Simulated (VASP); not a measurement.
# ZnS (F-43m) in VASP: a series of runs

The runs below take ZnS through single point, with PBE.

All numbers are computed with VASP 6.6.1; they aren't measurements. Logs are shortened: lines on timing, memory, paths and dates and some standing lists are left out, and cuts for length are marked.

**The experiment to reproduce.**

From “Electronic, vibrational, and thermodynamic properties of ZnS (zincblende and rocksalt structure)”, 2009, arxiv:0911.5022, for a bulk crystal of ZnS at 19 K: band gap 3.85 eV (direct).

The results are compared with them further down.

## 1. The cell of the first run

Symmetry: F-43m, No. 216, cubic system. Conventional cell: a = 5.294 Å, b = 5.294 Å, c = 5.294 Å, α = 90.00°, β = 90.00°, γ = 90.00°. Within 3.0 Å of Zn (site symmetry -43m) lie 4 S at 2.29 Å. Within 3.0 Å of S (site symmetry -43m) lie 4 Zn at 2.29 Å.

## 2. Single point, PBE

Contents of INCAR:

```
PREC = Accurate
ENCUT = 500
EDIFF = 1E-6
ISMEAR = 0
SIGMA = 0.01
LREAL = False
LASPH = True
NELM = 120
ALGO = Normal
ISIF = 2
LWAVE = False
LCHARG = False
GGA = PE
NBANDS = 16
GGA_COMPAT = False
```

Contents of KPOINTS:

```
regular mesh
0
Gamma
  6 6 6
```

Contents of POSCAR:

```
ZnS
1.0
    0.0000000000      2.6468416657      2.6468416657
    2.6468416657      0.0000000000      2.6468416657
    2.6468416657      2.6468416657      0.0000000000
Zn S
1 1
Direct
    0.2500000000      0.2500000000      0.2500000000
    0.0000000000      0.0000000000      0.0000000000
```

Potentials or basis: VASP PAW PBE potentials, release 64 (Zn, S).

Started as:

```console
$ cat potpaw_PBE.64/Zn/POTCAR potpaw_PBE.64/S/POTCAR > POTCAR
$ mpirun -np 1 vasp_std > vasp.out
```

OUTCAR:

```text
PREC = Accurate
   ENCUT = 500
   EDIFF = 1E-6
   ISMEAR = 0
   LREAL = False
   LASPH = True
   NELM = 120
   ISIF = 2
   GGA = PE

 ion  position               nearest neighbor table
   1  0.250  0.250  0.250-   2 2.29   2 2.29   2 2.29   2 2.29
   2  0.000  0.000  0.000-   1 2.29   1 2.29   1 2.29   1 2.29

  LATTYP: Found a face centered cubic cell.
 ALAT       =     5.2936833314

  Lattice vectors:

 A1 = (   0.0000000000,   2.6468416657,   2.6468416657)
 A2 = (   2.6468416657,   0.0000000000,   2.6468416657)
 A3 = (   2.6468416657,   2.6468416657,   0.0000000000)

Analysis of symmetry for initial positions (statically):
=====================================================================
 Subroutine PRICEL returns:
 Original cell was already a primitive cell.

 Routine SETGRP: Setting up the symmetry group for a
 face centered cubic supercell.

 Subroutine GETGRP returns: Found 24 space group operations
 (whereof 24 operations were pure point group operations)
 out of a pool of 48 trial point group operations.

The static configuration has the point symmetry T_d .

Analysis of symmetry for dynamics (positions and initial velocities):
=====================================================================
 Subroutine PRICEL returns:
 Original cell was already a primitive cell.

 Routine SETGRP: Setting up the symmetry group for a
 face centered cubic supercell.

 Subroutine GETGRP returns: Found 24 space group operations
 (whereof 24 operations were pure point group operations)
 out of a pool of 48 trial point group operations.

The dynamic configuration has the point symmetry T_d .

 Subroutine INISYM returns: Found 24 space group operations
 (whereof 24 operations are pure point group operations),
 and found     1 'primitive' translations

----------------------------------------------------------------------------------------

                                     Primitive cell

  volume of cell :      37.0863

  direct lattice vectors                    reciprocal lattice vectors
     0.000000000  2.646841666  2.646841666    -0.188904386  0.188904386  0.188904386
     2.646841666  0.000000000  2.646841666     0.188904386 -0.188904386  0.188904386
     2.646841666  2.646841666  0.000000000     0.188904386  0.188904386 -0.188904386

  length of vectors
     3.743199381  3.743199381  3.743199381     0.327191995  0.327191995  0.327191995

  position of ions in fractional coordinates (direct lattice)
     0.250000000  0.250000000  0.250000000
[... 68 lines left out ...]
   NELM   =    120;   NELMIN=  2; NELMDL= -5     # of ELM steps
   EDIFF  = 0.1E-05   stopping-criterion for ELM
   LREAL  =      F    real-space projection
   EDIFFG = 0.1E-04   stopping-criterion for IOM
   NSW    =      0    number of steps for IOM
   IBRION =     -1    ionic relax: 0-MD 1-quasi-New 2-CG
   NFREE  =      0    steps in history (QN), initial steepest desc. (CG)
   ISIF   =      2    stress and relaxation
   ISYM   =      2    0-nonsym 1-usesym 2-fastsym
   POTIM  = 0.5000    time-step for ionic-motion
   TEBEG  =    0.0;   TEEND  =   0.0 temperature during run
   PSTRESS=    0.0 pullay stress
   NELECT =      18.0000    total number of electrons
   NUPDOWN=      -1.0000    fix difference up-down
   EMIN   =  10.00;   EMAX   =-10.00  energy-range for DOS
   EFERMI =   0.00;   METHOD = LEGACY
   ISMEAR =     0;   SIGMA  =   0.01  broadening in eV -4-tet -1-fermi 0-gaus
   EFERMI_NEDOS =   21; number of points for ismear=-14 and -15
   IALGO  =     38    algorithm
   IMIX   =      4    mixing-type and parameters
     AMIX     =   0.40;   BMIX     =  1.00
     AMIX_MAG =   1.60;   BMIX_MAG =  1.00
  volume/ion in A,a.u.               =      18.54       125.14
  Fermi-wavevector in a.u.,A,eV,Ry     =   1.286553  2.431233 22.520619  1.655219
  Thomas-Fermi vector in A             =   2.418621
   LORBIT       =      0    0 simple, 1 ext, 2 COOP (PROOUT), +10 PAW based schemes
   GGA     = PE    functional components
   LHFCALC =     F    Hartree Fock is set to
   AEXX    =    0.0000 exact exchange contribution
   IVDW    =     0    specifies the selected vdW correction
   LEPSILON=     F    determine dielectric tensor
   LRPA    =     F    only Hartree local field effects (RPA)
 non-spin polarized calculation
 Gauss-broadening in eV      SIGMA  =   0.01
  energy-cutoff  :      500.00
  volume of cell :       37.09
 maximum number of plane-waves:       960
   NGX = 13   NGY = 13   NGZ = 13

 number of electron      18.0000013 magnetization

 Free energy of the ion-electron system (eV)
  ---------------------------------------------------
  ext. energy  EPLUGINS =         0.00000000
  ---------------------------------------------------
  free energy    TOTEN  =        -6.77912522 eV

  energy without entropy =       -6.77912522  energy(sigma->0) =       -6.77912522

 E-fermi :   2.7747     XC(G=0):  -9.9237

 val. band max:        2.7086313946   @ k =   0.0000   0.0000   0.0000
 cond. band min:       5.0982729042   @ k =   0.0000   0.0000   0.0000
 fundamental gap:      2.3896415096
 Fermi energy:         2.7746995725

 k-point     1 :       0.0000    0.0000    0.0000
  band No.  band energies     occupation
      1     -10.8839      2.00000
      2      -3.9007      2.00000
      3      -3.9007      2.00000
      4      -3.9007      2.00000
      5      -3.3264      2.00000
      6      -3.3264      2.00000
[... 281 lines left out ...]
      3      -3.5614      2.00000
      4      -3.4701      2.00000
      5      -3.3016      2.00000
      6      -2.9185      2.00000
[... 8 lines left out ...]
     15      16.8325      0.00000
     16      17.9060      0.00000

------------------------ aborting loop because EDIFF is reached ----------------------------------------

  FORCE on cell =-STRESS in cart. coord.  units (eV):
  Direction    XX          YY          ZZ          XY          YZ          ZX
  --------------------------------------------------------------------------------------
  -------------------------------------------------------------------------------------
  Total        1.6629171      1.6629171      1.6629171      0.0000000     -0.0000000      0.0000000
  in kB       71.8401626     71.8401626     71.8401626      0.0000000     -0.0000000      0.0000000
  external PRESSURE =      71.8401626 kB  Pullay stress =       0.0000000 kB

 VOLUME and BASIS-vectors are now :
 -----------------------------------------------------------------------------
  energy-cutoff  :      500.00
  volume of cell :       37.09
      direct lattice vectors                 reciprocal lattice vectors
     0.000000000  2.646841666  2.646841666    -0.188904386  0.188904386  0.188904386
     2.646841666  0.000000000  2.646841666     0.188904386 -0.188904386  0.188904386
     2.646841666  2.646841666  0.000000000     0.188904386  0.188904386 -0.188904386

 POSITION                                       TOTAL-FORCE (eV/Angst)
 -----------------------------------------------------------------------------------
      1.32342      1.32342      1.32342         0.000000      0.000000     -0.000000
      0.00000      0.00000      0.00000        -0.000000     -0.000000      0.000000
 -----------------------------------------------------------------------------------
    total drift:                               -0.000001     -0.000001     -0.000001

  FREE ENERGIE OF THE ION-ELECTRON SYSTEM (eV)
  ---------------------------------------------------
  free  energy   TOTEN  =        -6.7791252226 eV

  energy  without entropy=       -6.7791252226  energy(sigma->0) =       -6.77912522
```

It took 10 s on 1 thread of Intel Xeon 6975P-C, shared host; peak memory 0.16 GiB.

Results:

| Quantity | Value |
| --- | --- |
| Free energy | -6.7791 eV |
| Pressure | 7.2 GPa |
| Band gap on the k mesh | 2.39 eV, direct |

## 3. Single point, PBE

This run uses another cell than the first one, of 19.33 Å³/atom, 1.043 times its volume.

Contents of INCAR:

```
SYSTEM = ZnS
ALGO = Normal
EDIFF = 1E-6
ENCUT = 500
GGA = PE
GGA_COMPAT = .FALSE.
ISIF = 2
ISMEAR = 0
LASPH = .TRUE.
LCHARG = .TRUE.
LELF = .TRUE.
LREAL = .FALSE.
LVHAR = .TRUE.
LWAVE = .FALSE.
NBANDS = 16
NELM = 120
PREC = Accurate
SIGMA = 0.01
```

Contents of KPOINTS:

```
k-points
0
G
  6 6 6
  0 0 0
```

Contents of POSCAR:

```
ZnS
1.0
    0.0000000000      2.6838652254      2.6838652254
    2.6838652254      0.0000000000      2.6838652254
    2.6838652254      2.6838652254      0.0000000000
Zn S
1 1
Direct
    0.2500000000      0.2500000000      0.2500000000
    0.0000000000      0.0000000000      0.0000000000
```

Potentials or basis: VASP PAW PBE potentials, release 64 (Zn, S).

Started as:

```console
$ cat potpaw_PBE.64/Zn/POTCAR potpaw_PBE.64/S/POTCAR > POTCAR
$ mpirun -np 1 vasp_std > vasp.out
```

OUTCAR:

```text
SYSTEM = ZnS
   EDIFF = 1E-6
   ENCUT = 500
   GGA = PE
   ISIF = 2
   ISMEAR = 0
   LASPH = .TRUE.
   LREAL = .FALSE.
   NELM = 120
   PREC = Accurate

 ion  position               nearest neighbor table
   1  0.250  0.250  0.250-   2 2.32   2 2.32   2 2.32   2 2.32
   2  0.000  0.000  0.000-   1 2.32   1 2.32   1 2.32   1 2.32

  LATTYP: Found a face centered cubic cell.
 ALAT       =     5.3677304508

  Lattice vectors:

 A1 = (   0.0000000000,   2.6838652254,   2.6838652254)
 A2 = (   2.6838652254,   0.0000000000,   2.6838652254)
 A3 = (   2.6838652254,   2.6838652254,   0.0000000000)

Analysis of symmetry for initial positions (statically):
=====================================================================
 Subroutine PRICEL returns:
 Original cell was already a primitive cell.

 Routine SETGRP: Setting up the symmetry group for a
 face centered cubic supercell.

 Subroutine GETGRP returns: Found 24 space group operations
 (whereof 24 operations were pure point group operations)
 out of a pool of 48 trial point group operations.

The static configuration has the point symmetry T_d .

Analysis of symmetry for dynamics (positions and initial velocities):
=====================================================================
 Subroutine PRICEL returns:
 Original cell was already a primitive cell.

 Routine SETGRP: Setting up the symmetry group for a
 face centered cubic supercell.

 Subroutine GETGRP returns: Found 24 space group operations
 (whereof 24 operations were pure point group operations)
 out of a pool of 48 trial point group operations.

The dynamic configuration has the point symmetry T_d .

 Subroutine INISYM returns: Found 24 space group operations
 (whereof 24 operations are pure point group operations),
 and found     1 'primitive' translations

----------------------------------------------------------------------------------------

                                     Primitive cell

  volume of cell :      38.6645

  direct lattice vectors                    reciprocal lattice vectors
     0.000000000  2.683865225  2.683865225    -0.186298476  0.186298476  0.186298476
     2.683865225  0.000000000  2.683865225     0.186298476 -0.186298476  0.186298476
     2.683865225  2.683865225  0.000000000     0.186298476  0.186298476 -0.186298476

  length of vectors
     3.795558601  3.795558601  3.795558601     0.322678425  0.322678425  0.322678425

  position of ions in fractional coordinates (direct lattice)
     0.250000000  0.250000000  0.250000000
     0.000000000  0.000000000  0.000000000

  ion indices of the primitive-cell ions
   primitive index   ion index
                 1           1
                 2           2

----------------------------------------------------------------------------------------

 KPOINTS: k-points

Automatic generation of k-mesh.
 Grid dimensions read from file:
 generate k-points for:    6    6    6

 Generating k-lattice:

  Cartesian coordinates                     Fractional coordinates (reciprocal lattice)
    -0.031049746  0.031049746  0.031049746     0.166666667  0.000000000  0.000000000
     0.031049746 -0.031049746  0.031049746     0.000000000  0.166666667  0.000000000
     0.031049746  0.031049746 -0.031049746     0.000000000  0.000000000  0.166666667

  Length of vectors
     0.053779737  0.053779737  0.053779737

  Shift w.r.t. Gamma in fractional coordinates (k-lattice)
     0.000000000  0.000000000  0.000000000

 Subroutine IBZKPT returns following result:
 ===========================================

 Found     16 irreducible k-points:

 Following reciprocal coordinates:
            Coordinates               Weight
  0.000000  0.000000  0.000000      1.000000
  0.166667  0.000000  0.000000      8.000000
  0.333333  0.000000  0.000000      8.000000
  0.500000  0.000000  0.000000      4.000000
  0.166667  0.166667  0.000000      6.000000
  0.333333  0.166667  0.000000     24.000000
[... 8 lines left out ...]
 -0.333333  0.333333  0.166667     24.000000
 -0.333333  0.500000  0.166667     12.000000
   k-points           NKPTS =     16   k-points in BZ     NKDIM =     16   number of bands    NBANDS=     16
   number of dos      NEDOS =    301   number of ions     NIONS =      2
   total plane-waves  NPLWV =  21952
   dimension x,y,z NGX =    28 NGY =   28 NGZ =   28
   dimension x,y,z NGXF=    56 NGYF=   56 NGZF=   56
   ions per type =               1   1
   NGX,Y,Z   is equivalent  to a cutoff of  12.26, 12.26, 12.26 a.u.
   NGXF,Y,Z  is equivalent  to a cutoff of  24.53, 24.53, 24.53 a.u.
 SYSTEM =  ZnS
   PREC   = accura    normal or accurate (medium, high low for compatibility)
   ISTART =      0    job   : 0-new  1-cont  2-samecut
   ICHARG =      2    charge: 1-file 2-atom 10-const
   ISPIN  =      1    spin polarized calculation?
   LNONCOLLINEAR =      F non collinear calculations
   LSORBIT =      F    spin-orbit coupling
   LASPH  =      T    aspherical Exc in radial PAW
   ENCUT  =  500.0 eV  36.75 Ry    6.06 a.u.   6.92  6.92  6.92*2*pi/ulx,y,z
   NELM   =    120;   NELMIN=  2; NELMDL= -5     # of ELM steps
   EDIFF  = 0.1E-05   stopping-criterion for ELM
   LREAL  =      F    real-space projection
   EDIFFG = 0.1E-04   stopping-criterion for IOM
   NSW    =      0    number of steps for IOM
   IBRION =     -1    ionic relax: 0-MD 1-quasi-New 2-CG
   NFREE  =      0    steps in history (QN), initial steepest desc. (CG)
   ISIF   =      2    stress and relaxation
   ISYM   =      2    0-nonsym 1-usesym 2-fastsym
   POTIM  = 0.5000    time-step for ionic-motion
   TEBEG  =    0.0;   TEEND  =   0.0 temperature during run
   PSTRESS=    0.0 pullay stress
   NELECT =      18.0000    total number of electrons
   NUPDOWN=      -1.0000    fix difference up-down
   EMIN   =  10.00;   EMAX   =-10.00  energy-range for DOS
   EFERMI =   0.00;   METHOD = LEGACY
   ISMEAR =     0;   SIGMA  =   0.01  broadening in eV -4-tet -1-fermi 0-gaus
   EFERMI_NEDOS =   21; number of points for ismear=-14 and -15
   IALGO  =     38    algorithm
   IMIX   =      4    mixing-type and parameters
     AMIX     =   0.40;   BMIX     =  1.00
     AMIX_MAG =   1.60;   BMIX_MAG =  1.00
  volume/ion in A,a.u.               =      19.33       130.46
  Fermi-wavevector in a.u.,A,eV,Ry     =   1.268805  2.397694 21.903567  1.609867
  Thomas-Fermi vector in A             =   2.401880
   LORBIT       =      0    0 simple, 1 ext, 2 COOP (PROOUT), +10 PAW based schemes
   GGA     = PE    functional components
   LHFCALC =     F    Hartree Fock is set to
   AEXX    =    0.0000 exact exchange contribution
   IVDW    =     0    specifies the selected vdW correction
   LEPSILON=     F    determine dielectric tensor
   LRPA    =     F    only Hartree local field effects (RPA)
 non-spin polarized calculation
 Gauss-broadening in eV      SIGMA  =   0.01
  energy-cutoff  :      500.00
  volume of cell :       38.66
 maximum number of plane-waves:      1002
   NGX = 13   NGY = 13   NGZ = 13

 number of electron      18.0000013 magnetization

 Free energy of the ion-electron system (eV)
  ---------------------------------------------------
  ext. energy  EPLUGINS =         0.00000000
  ---------------------------------------------------
  free energy    TOTEN  =        -6.83114971 eV

  energy without entropy =       -6.83114971  energy(sigma->0) =       -6.83114971

 E-fermi :   2.4165     XC(G=0):  -9.7247

 val. band max:        2.2999843149   @ k =   0.0000   0.0000   0.0000
 cond. band min:       4.5024369433   @ k =   0.0000   0.0000   0.0000
 fundamental gap:      2.2024526284
 Fermi energy:         2.4164966787

 k-point     1 :       0.0000    0.0000    0.0000
  band No.  band energies     occupation
      1     -10.9834      2.00000
      2      -4.1237      2.00000
      3      -4.1237      2.00000
      4      -4.1237      2.00000
      5      -3.6015      2.00000
      6      -3.6015      2.00000
[... 8 lines left out ...]
     15      14.0848      0.00000
     16      14.2833      0.00000
[... 267 lines left out ...]
 k-point    16 :      -0.3333    0.5000    0.1667
  band No.  band energies     occupation
      1      -9.6884      2.00000
      2      -4.0384      2.00000
      3      -3.8154      2.00000
      4      -3.7262      2.00000
      5      -3.5779      2.00000
      6      -3.2303      2.00000
[... 8 lines left out ...]
     15      16.2793      0.00000
     16      17.2653      0.00000

------------------------ aborting loop because EDIFF is reached ----------------------------------------

  FORCE on cell =-STRESS in cart. coord.  units (eV):
  Direction    XX          YY          ZZ          XY          YZ          ZX
  --------------------------------------------------------------------------------------
  -------------------------------------------------------------------------------------
  Total        0.8227075      0.8227075      0.8227075      0.0000000      0.0000000      0.0000000
  in kB       34.0913271     34.0913271     34.0913271      0.0000000      0.0000000      0.0000000
  external PRESSURE =      34.0913271 kB  Pullay stress =       0.0000000 kB

 VOLUME and BASIS-vectors are now :
 -----------------------------------------------------------------------------
  energy-cutoff  :      500.00
  volume of cell :       38.66
      direct lattice vectors                 reciprocal lattice vectors
     0.000000000  2.683865225  2.683865225    -0.186298476  0.186298476  0.186298476
     2.683865225  0.000000000  2.683865225     0.186298476 -0.186298476  0.186298476
     2.683865225  2.683865225  0.000000000     0.186298476  0.186298476 -0.186298476

 POSITION                                       TOTAL-FORCE (eV/Angst)
 -----------------------------------------------------------------------------------
      1.34193      1.34193      1.34193         0.000000      0.000000      0.000000
      0.00000      0.00000      0.00000        -0.000000     -0.000000     -0.000000
 -----------------------------------------------------------------------------------
    total drift:                               -0.000001     -0.000001     -0.000001

  FREE ENERGIE OF THE ION-ELECTRON SYSTEM (eV)
  ---------------------------------------------------
  free  energy   TOTEN  =        -6.8311497068 eV

  energy  without entropy=       -6.8311497068  energy(sigma->0) =       -6.83114971
```

Run time: 12 s. Hardware: 1 thread of Intel Xeon 6975P-C, shared host; peak memory 0.15 GiB.

Results:

* Free energy: -6.8311 eV
* Pressure: 3.4 GPa
* Band gap on the k mesh: 2.20 eV, direct

Expect the measured gap to be larger: semilocal functionals such as PBE lack the derivative discontinuity.

(Continued in part 2 of 2.)
